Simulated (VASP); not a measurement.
# Fe (Im-3m) in VASP: settings compared

The runs below take Fe through single point, relaxation of cell and atoms, with r2SCAN+D4, revPBE+D4, HF.

Everything below comes from runs of VASP 6.6.1. Logs are shortened: lines on timing, memory, paths and dates and some standing lists are left out, and cuts for length are marked.

### Step 1. The cell of the first run

The structure is cubic, space group Im-3m (No. 229). The conventional cell has a = 2.905 Å, b = 2.905 Å, c = 2.905 Å, α = 90.00°, β = 90.00°, γ = 90.00°. Fe (site symmetry m-3m) has 14 Fe at 2.52 to 2.91 Å within 3.3 Å.

### Step 2. Single point, r2SCAN+D4, collinear spin, ferromagnetic start

File POSCAR:

```
Fe
1.0
   -1.4525565699      1.4525565699      1.4525565699
    1.4525565699     -1.4525565699      1.4525565699
    1.4525565699      1.4525565699     -1.4525565699
Fe
1
Direct
    0.0000000000      0.0000000000      0.0000000000
```

File INCAR.step1:

```
PREC = Accurate ; ENCUT = 520
ISMEAR = -1 ; SIGMA = 0.05
LREAL = False ; LASPH = True
NELM = 150 ; ISPIN = 2
MAGMOM = 3 ; LMAXMIX = 4
NBANDS = 14 ; GGA = PE
ALGO = Normal ; EDIFF = 1E-4
LWAVE = True ; LCHARG = False
```

File INCAR.step2:

```
PREC = Accurate ; ENCUT = 520
EDIFF = 1E-6 ; ISMEAR = -1
SIGMA = 0.05 ; LREAL = False
LASPH = True ; NELM = 150
ALGO = Normal ; ISIF = 2
LWAVE = False ; LCHARG = False
ISPIN = 2 ; MAGMOM = 3
LORBIT = 11 ; LMAXMIX = 4
METAGGA = R2SCAN ; LMIXTAU = True
IVDW = 13 ; VDW_S6 = 1.0
VDW_S8 = 0.6018749 ; VDW_A1 = 0.51559235
VDW_A2 = 5.77342911 ; NBANDS = 14
ISTART = 1
```

File KPOINTS:

```
regular mesh
0
Gamma
  13 13 13
```

Potentials or basis: VASP PAW PBE potentials, release 64 (Fe).

Started as:

```console
cat potpaw_PBE.64/Fe/POTCAR > POTCAR
cp INCAR.step1 INCAR
mpirun -np 1 vasp_std > vasp.out
cp INCAR.step2 INCAR
mpirun -np 1 vasp_std > vasp.out
```

OUTCAR:

```text
PREC = Accurate
   ENCUT = 520
   EDIFF = 1E-6
   ISMEAR = -1
   LREAL = False
   LASPH = True
   NELM = 150
   ISIF = 2
   ISPIN = 2
   LORBIT = 11
   METAGGA = R2SCAN
   IVDW = 13
   ISTART = 1

 ion  position               nearest neighbor table
   1  0.000  0.000  0.000-

  LATTYP: Found a body centered cubic cell.
 ALAT       =     2.9051131398

  Lattice vectors:

 A1 = (  -1.4525565699,   1.4525565699,   1.4525565699)
 A2 = (   1.4525565699,  -1.4525565699,   1.4525565699)
 A3 = (   1.4525565699,   1.4525565699,  -1.4525565699)

Analysis of symmetry for initial positions (statically):
=====================================================================
 Subroutine PRICEL returns:
 Original cell was already a primitive cell.

 Routine SETGRP: Setting up the symmetry group for a
 body centered cubic supercell.

 Subroutine GETGRP returns: Found 48 space group operations
 (whereof 48 operations were pure point group operations)
 out of a pool of 48 trial point group operations.

The static configuration has the point symmetry O_h .

Analysis of symmetry for dynamics (positions and initial velocities):
=====================================================================
 Subroutine PRICEL returns:
 Original cell was already a primitive cell.

 Routine SETGRP: Setting up the symmetry group for a
 body centered cubic supercell.

 Subroutine GETGRP returns: Found 48 space group operations
 (whereof 48 operations were pure point group operations)
 out of a pool of 48 trial point group operations.

The dynamic configuration has the point symmetry O_h .

Analysis of structural, dynamic, and magnetic symmetry:
=====================================================================
 Subroutine PRICEL returns:
 Original cell was already a primitive cell.

 Routine SETGRP: Setting up the symmetry group for a
 body centered cubic supercell.

 Subroutine GETGRP returns: Found 48 space group operations
 (whereof 48 operations were pure point group operations)
 out of a pool of 48 trial point group operations.

The overall configuration has the point symmetry O_h .

 Subroutine INISYM returns: Found 48 space group operations
 (whereof 48 operations are pure point group operations),
 and found     1 'primitive' translations

----------------------------------------------------------------------------------------

                                     Primitive cell

  volume of cell :      12.2591

  direct lattice vectors                    reciprocal lattice vectors
    -1.452556570  1.452556570  1.452556570     0.000000000  0.344220673  0.344220673
     1.452556570 -1.452556570  1.452556570     0.344220673  0.000000000  0.344220673
     1.452556570  1.452556570 -1.452556570     0.344220673  0.344220673  0.000000000

  length of vectors
     2.515901780  2.515901780  2.515901780     0.486801544  0.486801544  0.486801544

  position of ions in fractional coordinates (direct lattice)
     0.000000000  0.000000000  0.000000000
[... 122 lines left out ...]

 E-fermi :   5.1692     XC(G=0): -13.7686

 val. band max:        5.1633855570   @ k =  -0.3077   0.3077   0.2308
 cond. band min:       5.1696045307   @ k =  -0.2308   0.2308   0.0769
 fundamental gap:      0.0062189737
 Fermi energy:         5.1692011973

 spin component 1

 k-point     1 :       0.0000    0.0000    0.0000
  band No.  band energies     occupation
      1      -3.1570      1.00000
      2       2.0814      1.00000
      3       2.0814      1.00000
      4       2.0814      1.00000
      5       3.1898      1.00000
      6       3.1898      1.00000
      7      30.3275      0.00000
      8      30.3275      0.00000
      9      30.3275      0.00000
     10      34.9070      0.00000
     11      34.9070      0.00000
     12      36.3704      0.00000
     13      36.3705      0.00000
     14      36.3705      0.00000
[... 379 lines left out ...]
      3       1.8928      1.00000
      4       3.1373      1.00000
      5       3.2700      1.00000
      6       4.3895      1.00000
      7      17.9900      0.00000
      8      22.2833      0.00000
      9      23.7732      0.00000
     10      31.6972      0.00000
     11      35.2310      0.00000
     12      37.7929      0.00000
     13      39.5346      0.00000
     14      42.7842      0.00000

 [... further k-points ...]

 spin component 2

 k-point     1 :       0.0000    0.0000    0.0000
  band No.  band energies     occupation
      1      -3.8159      1.00000
      2       5.5177      0.00094
      3       5.5178      0.00094
      4       5.5178      0.00094
      5       7.6611      0.00000
      6       7.6611      0.00000
      7      29.9420      0.00000
      8      29.9421      0.00000
      9      29.9421      0.00000
     10      35.4869      0.00000
     11      35.4869      0.00000
     12      38.0884      0.00000
     13      38.0884      0.00000
     14      38.0887      0.00000
[... 379 lines left out ...]
      3       4.5055      1.00000
      4       7.4425      0.00000
      5       7.7882      0.00000
      6       7.8413      0.00000
      7      19.0802      0.00000
      8      22.7813      0.00000
      9      25.2556      0.00000
     10      31.9282      0.00000
     11      36.6511      0.00000
     12      38.7296      0.00000
     13      40.6807      0.00000
     14      44.3429      0.00000

 [... further k-points ...]

------------------------ aborting loop because EDIFF is reached ----------------------------------------

  DFT-D4 for vdW energy calculation

  Edisp (eV):   -0.11195

  FORCE on cell =-STRESS in cart. coord.  units (eV):
  Direction    XX          YY          ZZ          XY          YZ          ZX
  --------------------------------------------------------------------------------------
  -------------------------------------------------------------------------------------
  Total      -0.68267    -0.68267    -0.68267     0.00000     0.00000    -0.00000
  in kB     -89.22029   -89.22029   -89.22029     0.00000     0.00000    -0.00000
  external pressure =      -89.22 kB  Pullay stress =        0.00 kB

 VOLUME and BASIS-vectors are now :
 -----------------------------------------------------------------------------
  energy-cutoff  :      520.00
  volume of cell :       12.26
      direct lattice vectors                 reciprocal lattice vectors
    -1.452556570  1.452556570  1.452556570     0.000000000  0.344220673  0.344220673
     1.452556570 -1.452556570  1.452556570     0.344220673  0.000000000  0.344220673
     1.452556570  1.452556570 -1.452556570     0.344220673  0.344220673  0.000000000

 POSITION                                       TOTAL-FORCE (eV/Angst)
 -----------------------------------------------------------------------------------
      0.00000      0.00000      0.00000        -0.000000      0.000000     -0.000000
 -----------------------------------------------------------------------------------
    total drift:                                0.000000     -0.000000     -0.000000

  FREE ENERGIE OF THE ION-ELECTRON SYSTEM (eV)
  ---------------------------------------------------
  free  energy   TOTEN  =       -14.4662721205 eV

  energy  without entropy=      -14.4607552128  energy(sigma->0) =      -14.46351367

 total charge

# of ion       s       p       d       tot
------------------------------------------
    1        0.462   0.516   6.143   7.121

 magnetization (x)

# of ion       s       p       d       tot
------------------------------------------
    1       -0.013  -0.118   2.876   2.745
```

OUTCAR.step1:

```text
PREC = Accurate
   ENCUT = 520
   ISMEAR = -1
   LREAL = False
   LASPH = True
   NELM = 150
[... 1051 lines left out ...]
 POSITION                                       TOTAL-FORCE (eV/Angst)
 -----------------------------------------------------------------------------------
      0.00000      0.00000      0.00000         0.000000      0.000000      0.000000
 -----------------------------------------------------------------------------------
    total drift:                                0.000000      0.000000      0.000000

  FREE ENERGIE OF THE ION-ELECTRON SYSTEM (eV)
  ---------------------------------------------------
  free  energy   TOTEN  =        -8.2063135161 eV

  energy  without entropy=       -8.1960448883  energy(sigma->0) =       -8.20117920
```

OSZICAR.step1:

```text
N       E                     dE             d eps       ncg     rms          rms(c)
DAV:   1     0.212229819996E+02    0.21223E+02   -0.37840E+03  5100   0.685E+02
DAV:   2    -0.819170734060E+01   -0.29415E+02   -0.26777E+02  5082   0.125E+02
DAV:   3    -0.911986733651E+01   -0.92816E+00   -0.92194E+00  5600   0.235E+01
DAV:   4    -0.912298792690E+01   -0.31206E-02   -0.31203E-02  5520   0.121E+00
DAV:   5    -0.912300415388E+01   -0.16227E-04   -0.16227E-04  5568   0.905E-02    0.106E+01
DAV:   6    -0.832299879252E+01    0.80001E+00   -0.11451E+01  5814   0.380E+01    0.643E+00
DAV:   7    -0.821685945866E+01    0.10614E+00   -0.95353E-01  5808   0.105E+01    0.343E+00
DAV:   8    -0.821184643749E+01    0.50130E-02   -0.10921E-02  5614   0.593E-01    0.139E+00
DAV:   9    -0.820647457586E+01    0.53719E-02   -0.13630E-02  6236   0.642E-01    0.421E-01
DAV:  10    -0.820624957922E+01    0.22500E-03   -0.76939E-04  5670   0.333E-01    0.145E-01
DAV:  11    -0.820631351611E+01   -0.63937E-04   -0.29702E-04  2964   0.164E-01
   1 F= -.82063135E+01 E0= -.82011792E+01  d E =-.102686E-01  mag=     2.3542
```

Wall time 66 s (1 thread of Intel Xeon Platinum 8488C (Sapphire Rapids), shared host); peak memory 0.14 GiB.

What came out:

| Property | Result |
| --- | --- |
| Free energy | -14.4663 eV |
| Pressure | -8.9 GPa |
| Net moment | 2.66 μB per cell |
| Site moments | Fe +2.75 μB |
| Valence electrons inside the program's atomic spheres | Fe 7.12 |
| Dispersion energy per atom | -0.112 eV |

Levels at points of the mesh, in eV from the Fermi level:
Spin up:
| k point | band 3 | band 4 | band 5 | band 6 | band 7 | band 8 |
| --- | --- | --- | --- | --- | --- | --- |
| (0.00, 0.00, 0.00) | -3.09 | -3.09 | -1.98 | -1.98 | 25.16 | 25.16 |
Spin down:
```csv
k point,band 1,band 2,band 3,band 4,band 5,band 6,band 7
"(0.00, 0.00, 0.00)",-8.99,0.35,0.35,0.35,2.49,2.49,24.77
```

Caveat: the cell stands under tension; the PAW data sets were made with another functional, which shifts forces and pressure a little.

(Part 1 of 2 ends here.)
